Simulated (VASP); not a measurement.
# ZnS in VASP: single point with PBE

Aim: the single point of ZnS with PBE.

Everything below comes from runs of VASP 6.6.1. Logs are shortened: lines on timing, memory, paths and dates and some standing lists are left out, and cuts for length are marked.

## 1. The cell of the first run

The cell holds a wire or tube with vacuum around it, 12 atoms: a = 14.500 Å, b = 15.100 Å, c = 3.794 Å, α = 90.00°, β = 90.00°, γ = 90.00°.

## 2. Single point, PBE

The input, INCAR:

```
SYSTEM = ZnS
  ALGO = Normal
  EDIFF = 1E-7
  ENCUT = 520
  GGA = PE
  ISIF = 2
  ISMEAR = 0
  LASPH = .TRUE.
  LCHARG = .TRUE.
  LELF = .TRUE.
  LREAL = .FALSE.
  LVHAR = .TRUE.
  LWAVE = .FALSE.
  NBANDS = 66
  NELM = 60
  PREC = Accurate
  SIGMA = 0.05
```

The input, KPOINTS:

```
k-points
0
G
  1 1 12
  0 0 0
```

The input, POSCAR:

```
ZnS
1.0
   14.5000000000      0.0000000000      0.0000000000
    0.0000000000     15.1000000000      0.0000000000
    0.0000000000      0.0000000000      3.7937461677
Zn S
6 6
Direct
    0.6952712459      0.5679505627      0.5000000000
    0.5363343286      0.6963439648      1.0000000000
    0.3410779630      0.6283904908      0.5000000000
    0.3047287541      0.4320494373      1.0000000000
    0.4636656714      0.3036560352      0.5000000000
    0.6589220370      0.3716095092      1.0000000000
    0.6846080629      0.6503498480      1.0000000000
    0.4566845382      0.7287132120      0.5000000000
    0.2720447918      0.5783618277      1.0000000000
    0.3153919371      0.3496501520      0.5000000000
    0.5433154618      0.2712867880      1.0000000000
    0.7279552082      0.4216381723      0.5000000000
```

Potentials or basis: VASP PAW PBE potentials, release 64 (Zn, S).

The run is started by

```console
$ cat potpaw_PBE.64/Zn/POTCAR potpaw_PBE.64/S/POTCAR > POTCAR
$ mpirun -np 1 vasp_std > vasp.out
```

OUTCAR:

```text
SYSTEM = ZnS
   EDIFF = 1E-7
   ENCUT = 520
   GGA = PE
   ISIF = 2
   ISMEAR = 0
   LASPH = .TRUE.
   LREAL = .FALSE.
   NELM = 60
   PREC = Accurate

 ion  position               nearest neighbor table
   1  0.695  0.568  0.500-  12 2.26   7 2.27   7 2.27
   2  0.536  0.696  0.000-   7 2.26   8 2.27   8 2.27
   3  0.341  0.628  0.500-   8 2.26   9 2.27   9 2.27
   4  0.305  0.432  0.000-   9 2.26  10 2.27  10 2.27
   5  0.464  0.304  0.500-  10 2.26  11 2.27  11 2.27
   6  0.659  0.372  0.000-  11 2.26  12 2.27  12 2.27
   7  0.685  0.650  0.000-   2 2.26   1 2.27   1 2.27
   8  0.457  0.729  0.500-   3 2.26   2 2.27   2 2.27
   9  0.272  0.578  0.000-   4 2.26   3 2.27   3 2.27
  10  0.315  0.350  0.500-   5 2.26   4 2.27   4 2.27
  11  0.543  0.271  0.000-   6 2.26   5 2.27   5 2.27
  12  0.728  0.422  0.500-   1 2.26   6 2.27   6 2.27

  LATTYP: Found a simple orthorhombic cell.
 ALAT       =     3.7937461677
 B/A-ratio  =     3.8220796435
 C/A-ratio  =     3.9802346632

  Lattice vectors:

 A1 = (   0.0000000000,   0.0000000000,   3.7937461677)
 A2 = (  14.5000000000,   0.0000000000,   0.0000000000)
 A3 = (   0.0000000000,  15.1000000000,   0.0000000000)

Analysis of symmetry for initial positions (statically):
=====================================================================
 Subroutine PRICEL returns:
 Original cell was already a primitive cell.

 Routine SETGRP: Setting up the symmetry group for a
 simple orthorhombic supercell.

 Subroutine GETGRP returns: Found  4 space group operations
 (whereof  2 operations were pure point group operations)
 out of a pool of  8 trial point group operations.

The static configuration has the point symmetry C_1h.
 The point group associated with its full space group is C_2h.

Analysis of symmetry for dynamics (positions and initial velocities):
=====================================================================
 Subroutine PRICEL returns:
 Original cell was already a primitive cell.

 Routine SETGRP: Setting up the symmetry group for a
 simple orthorhombic supercell.

 Subroutine GETGRP returns: Found  4 space group operations
 (whereof  2 operations were pure point group operations)
 out of a pool of  8 trial point group operations.

The dynamic configuration has the point symmetry C_1h.
 The point group associated with its full space group is C_2h.

 Subroutine INISYM returns: Found  4 space group operations
 (whereof  2 operations are pure point group operations),
 and found     1 'primitive' translations

----------------------------------------------------------------------------------------

                                     Primitive cell

  volume of cell :     830.6407

  direct lattice vectors                    reciprocal lattice vectors
    14.500000000  0.000000000  0.000000000     0.068965517  0.000000000  0.000000000
     0.000000000 15.100000000  0.000000000     0.000000000  0.066225166  0.000000000
     0.000000000  0.000000000  3.793746168     0.000000000  0.000000000  0.263591700

  length of vectors
    14.500000000 15.100000000  3.793746168     0.068965517  0.066225166  0.263591700

  position of ions in fractional coordinates (direct lattice)
     0.695271246  0.567950563  0.500000000
     0.536334329  0.696343965  0.000000000
     0.341077963  0.628390491  0.500000000
     0.304728754  0.432049437  0.000000000
     0.463665671  0.303656035  0.500000000
     0.658922037  0.371609509  0.000000000
     0.684608063  0.650349848  0.000000000
     0.456684538  0.728713212  0.500000000
     0.272044792  0.578361828  0.000000000
     0.315391937  0.349650152  0.500000000
     0.543315462  0.271286788  0.000000000
     0.727955208  0.421638172  0.500000000

  ion indices of the primitive-cell ions
   primitive index   ion index
                 1           1
                 2           2
                 3           3
                 4           4
                 5           5
                 6           6
                 7           7
                 8           8
                 9           9
                10          10
                11          11
                12          12

----------------------------------------------------------------------------------------

 KPOINTS: k-points

Automatic generation of k-mesh.
 Grid dimensions read from file:
 generate k-points for:    1    1   12

 Generating k-lattice:

  Cartesian coordinates                     Fractional coordinates (reciprocal lattice)
     0.068965517  0.000000000  0.000000000     1.000000000  0.000000000  0.000000000
     0.000000000  0.066225166  0.000000000     0.000000000  1.000000000  0.000000000
     0.000000000  0.000000000  0.021965975     0.000000000  0.000000000  0.083333333

  Length of vectors
     0.068965517  0.066225166  0.021965975

  Shift w.r.t. Gamma in fractional coordinates (k-lattice)
     0.000000000  0.000000000  0.000000000

 Subroutine IBZKPT returns following result:
 ===========================================

 Found      7 irreducible k-points:

 Following reciprocal coordinates:
            Coordinates               Weight
  0.000000  0.000000  0.000000      1.000000
  0.000000  0.000000  0.083333      2.000000
  0.000000  0.000000  0.166667      2.000000
  0.000000  0.000000  0.250000      2.000000
  0.000000  0.000000  0.333333      2.000000
  0.000000  0.000000  0.416667      2.000000
  0.000000  0.000000  0.500000      1.000000
   k-points           NKPTS =      7   k-points in BZ     NKDIM =      7   number of bands    NBANDS=     66
   number of dos      NEDOS =    301   number of ions     NIONS =     12
   total plane-waves  NPLWV = 338688
   dimension x,y,z NGX =   108 NGY =  112 NGZ =   28
   dimension x,y,z NGXF=   216 NGYF=  224 NGZF=   56
   ions per type =               6   6
   NGX,Y,Z   is equivalent  to a cutoff of  12.38, 12.33, 12.27 a.u.
   NGXF,Y,Z  is equivalent  to a cutoff of  24.76, 24.66, 24.54 a.u.
 SYSTEM =  ZnS
   PREC   = accura    normal or accurate (medium, high low for compatibility)
   ISTART =      0    job   : 0-new  1-cont  2-samecut
   ICHARG =      2    charge: 1-file 2-atom 10-const
   ISPIN  =      1    spin polarized calculation?
   LNONCOLLINEAR =      F non collinear calculations
   LSORBIT =      F    spin-orbit coupling
   LASPH  =      T    aspherical Exc in radial PAW
   ENCUT  =  520.0 eV  38.22 Ry    6.18 a.u.  26.96 28.08  7.05*2*pi/ulx,y,z
   NELM   =     60;   NELMIN=  2; NELMDL= -5     # of ELM steps
   EDIFF  = 0.1E-06   stopping-criterion for ELM
   LREAL  =      F    real-space projection
   EDIFFG = 0.1E-05   stopping-criterion for IOM
   NSW    =      0    number of steps for IOM
   IBRION =     -1    ionic relax: 0-MD 1-quasi-New 2-CG
   NFREE  =      0    steps in history (QN), initial steepest desc. (CG)
   ISIF   =      2    stress and relaxation
   ISYM   =      2    0-nonsym 1-usesym 2-fastsym
   POTIM  = 0.5000    time-step for ionic-motion
   TEBEG  =    0.0;   TEEND  =   0.0 temperature during run
   PSTRESS=    0.0 pullay stress
   NELECT =     108.0000    total number of electrons
   NUPDOWN=      -1.0000    fix difference up-down
   EMIN   =  10.00;   EMAX   =-10.00  energy-range for DOS
   EFERMI =   0.00;   METHOD = LEGACY
   ISMEAR =     0;   SIGMA  =   0.05  broadening in eV -4-tet -1-fermi 0-gaus
   EFERMI_NEDOS =   21; number of points for ismear=-14 and -15
   IALGO  =     38    algorithm
   IMIX   =      4    mixing-type and parameters
     AMIX     =   0.40;   BMIX     =  1.00
     AMIX_MAG =   1.60;   BMIX_MAG =  1.00
  volume/ion in A,a.u.               =      69.22       467.12
  Fermi-wavevector in a.u.,A,eV,Ry     =   0.829364  1.567270  9.358687  0.687844
  Thomas-Fermi vector in A             =   1.941898
   LORBIT       =      0    0 simple, 1 ext, 2 COOP (PROOUT), +10 PAW based schemes
   GGA     = PE    functional components
   LHFCALC =     F    Hartree Fock is set to
   AEXX    =    0.0000 exact exchange contribution
   IVDW    =     0    specifies the selected vdW correction
   LEPSILON=     F    determine dielectric tensor
   LRPA    =     F    only Hartree local field effects (RPA)
 non-spin polarized calculation
 Gauss-broadening in eV      SIGMA  =   0.05
  energy-cutoff  :      520.00
  volume of cell :      830.64
 maximum number of plane-waves:     22426
 NGX is ok and might be reduce to   108
   NGX = 53   NGY = 57   NGZ = 15

 number of electron     108.0000052 magnetization

 Free energy of the ion-electron system (eV)
  ---------------------------------------------------
  ext. energy  EPLUGINS =         0.00000000
  ---------------------------------------------------
  free energy    TOTEN  =       -38.74239828 eV

  energy without entropy =      -38.74239828  energy(sigma->0) =      -38.74239828

 E-fermi :  -3.4198     XC(G=0):  -3.7272

 val. band max:       -3.6774447115   @ k =   0.0000   0.0000   0.0000
 cond. band min:      -1.0061935246   @ k =   0.0000   0.0000   0.0000
 fundamental gap:      2.6712511869
 Fermi energy:        -3.4198412733

 k-point     1 :       0.0000    0.0000    0.0000
  band No.  band energies     occupation
      1     -16.0243      2.00000
      2     -15.8623      2.00000
      3     -15.8613      2.00000
      4     -15.5174      2.00000
      5     -15.5166      2.00000
      6     -15.3316      2.00000
[... 58 lines left out ...]
     65       1.6245      0.00000
     66       1.8256      0.00000

 k-point     2 :       0.0000    0.0000    0.0833
  band No.  band energies     occupation
      1     -15.9921      2.00000
      2     -15.8340      2.00000
      3     -15.8331      2.00000
      4     -15.4987      2.00000
      5     -15.4979      2.00000
      6     -15.3188      2.00000
[... 334 lines left out ...]
     65       1.1491      0.00000
     66       1.9307      0.00000

 k-point     7 :       0.0000    0.0000    0.5000
  band No.  band energies     occupation
      1     -15.3151      2.00000
      2     -15.3151      2.00000
      3     -15.3086      2.00000
      4     -15.3086      2.00000
      5     -15.3076      2.00000
      6     -15.3076      2.00000
[... 58 lines left out ...]
     65       1.5197      0.00000
     66       1.5197      0.00000

------------------------ aborting loop because EDIFF is reached ----------------------------------------

  FORCE on cell =-STRESS in cart. coord.  units (eV):
  Direction    XX          YY          ZZ          XY          YZ          ZX
  --------------------------------------------------------------------------------------
  -------------------------------------------------------------------------------------
  Total        0.1660608      0.1673387      0.3056431      0.0004896      0.0000000      0.0000000
  in kB        0.3203056      0.3227704      0.5895382      0.0009444      0.0000000      0.0000000
  external PRESSURE =       0.4108714 kB  Pullay stress =       0.0000000 kB

 VOLUME and BASIS-vectors are now :
 -----------------------------------------------------------------------------
  energy-cutoff  :      520.00
  volume of cell :      830.64
      direct lattice vectors                 reciprocal lattice vectors
    14.500000000  0.000000000  0.000000000     0.068965517  0.000000000  0.000000000
     0.000000000 15.100000000  0.000000000     0.000000000  0.066225166  0.000000000
     0.000000000  0.000000000  3.793746168     0.000000000  0.000000000  0.263591700

 POSITION                                       TOTAL-FORCE (eV/Angst)
 -----------------------------------------------------------------------------------
     10.08143      8.57605      1.89687        -0.005586     -0.014044      0.000000
      7.77685     10.51479      0.00000         0.010602     -0.009892      0.000000
      4.94563      9.48870      1.89687         0.014769      0.003843      0.000000
      4.41857      6.52395      0.00000         0.005586      0.014044      0.000000
      6.72315      4.58521      1.89687        -0.010602      0.009892      0.000000
      9.55437      5.61130      0.00000        -0.014769     -0.003843      0.000000
      9.92682      9.82028      0.00000         0.015698      0.025415      0.000000
      6.62193     11.00357      1.89687        -0.014402      0.026871      0.000000
      3.94465      8.73326      0.00000        -0.030414      0.001083      0.000000
      4.57318      5.27972      1.89687        -0.015698     -0.025415      0.000000
      7.87807      4.09643      0.00000         0.014402     -0.026871      0.000000
     10.55535      6.36674      1.89687         0.030414     -0.001083      0.000000
 -----------------------------------------------------------------------------------
    total drift:                                0.000000     -0.000000     -0.000000

  FREE ENERGIE OF THE ION-ELECTRON SYSTEM (eV)
  ---------------------------------------------------
  free  energy   TOTEN  =       -38.7423982845 eV

  energy  without entropy=      -38.7423982845  energy(sigma->0) =      -38.74239828
```

Run time: 7.9 min. Hardware: 1 thread of Intel Xeon 6975P-C (Granite Rapids), shared host; peak memory 0.85 GiB.

Results:

- Free energy: -38.7424 eV
- Largest force: 0.030 eV/Å
- Band gap on the k mesh: 2.67 eV

Forces on the atoms (eV/Å):
```
Zn  -0.006 -0.014  0.000
Zn   0.011 -0.010  0.000
Zn   0.015  0.004  0.000
Zn   0.006  0.014  0.000
Zn  -0.011  0.010  0.000
Zn  -0.015 -0.004  0.000
S    0.016  0.025  0.000
S   -0.014  0.027  0.000
S   -0.030  0.001  0.000
S   -0.016 -0.025  0.000
S    0.014 -0.027  0.000
S    0.030 -0.001  0.000
```
